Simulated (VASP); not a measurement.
# MnO: single point with PBE

The system is MnO.

```xyz
2
Lattice="0.0000 2.1766 2.1766 2.1766 0.0000 2.1766 2.1766 2.1766 0.0000" Properties=species:S:1:pos:R:3 pbc="T T T"
Mn    0.0000    0.0000    0.0000
O     2.1766    2.1766    2.1766
```

This cell differs from its parent crystal: volume scaled by 0.94.

```
Program             : VASP 6.6.1
Task                : single point
Functional          : PBE
Potentials or basis : VASP PAW PBE potentials, release 64 (Mn_pv, O)
Cutoff              : 520 eV
k mesh              : 16 × 16 × 16
Occupations         : fermi-dirac, width 0.05 eV
Spin                : collinear spin, ferromagnetic start
Starting moments    : [4.0, 0.0] μB
```

```
Pressure                                              : 7.5 GPa
Net moment                                            : 4.59 μB per cell
Site moments                                          : Mn +4.19; O +0.19 μB
Valence electrons inside the program's atomic spheres : Mn 11.43; O 5.00
```

Levels at points of the mesh, in eV from the Fermi level:
Spin up:
| k point | band 8 | band 9 | band 10 | band 11 | band 12 | band 13 | band 14 | band 15 | band 16 | band 17 |
| --- | --- | --- | --- | --- | --- | --- | --- | --- | --- | --- |
| (0.00, 0.00, 0.00) | -3.32 | -3.32 | -3.32 | -2.74 | -2.74 | -0.27 | 14.13 | 16.83 | 16.83 | 16.83 |
| (0.50, 0.00, 0.00) | -2.31 | -2.31 | -1.86 | 0.34 | 0.34 | 3.59 | 8.24 | 12.28 | 12.28 | 19.31 |
| (0.50, 0.50, 0.00) | -4.45 | -2.26 | -2.00 | -2.00 | -1.81 | 5.45 | 8.12 | 10.74 | 14.31 | 14.31 |
Spin down:
| k point | band 4 | band 5 | band 6 | band 7 | band 8 | band 9 | band 10 | band 11 |
| --- | --- | --- | --- | --- | --- | --- | --- | --- |
| (0.00, 0.00, 0.00) | -20.46 | -3.74 | -3.74 | -3.74 | 0.48 | 0.48 | 0.48 | 0.97 |
| (0.50, 0.00, 0.00) | -19.37 | -7.99 | -5.37 | -5.37 | 1.81 | 1.84 | 1.84 | 3.69 |
| (0.50, 0.50, 0.00) | -19.43 | -6.96 | -4.77 | -4.77 | -1.24 | 1.83 | 2.15 | 2.31 |

It took 65 s on 1 thread of AMD EPYC 9R45 96-Core Processor (Zen 5), on a shared host, peak memory 0.18 GiB.

Caveat: a cell with one magnetic atom can't hold antiferromagnetic order, which such compounds often take; semilocal functionals often make such compounds metallic where correlation or magnetic order opens a gap, which also shifts bond lengths.
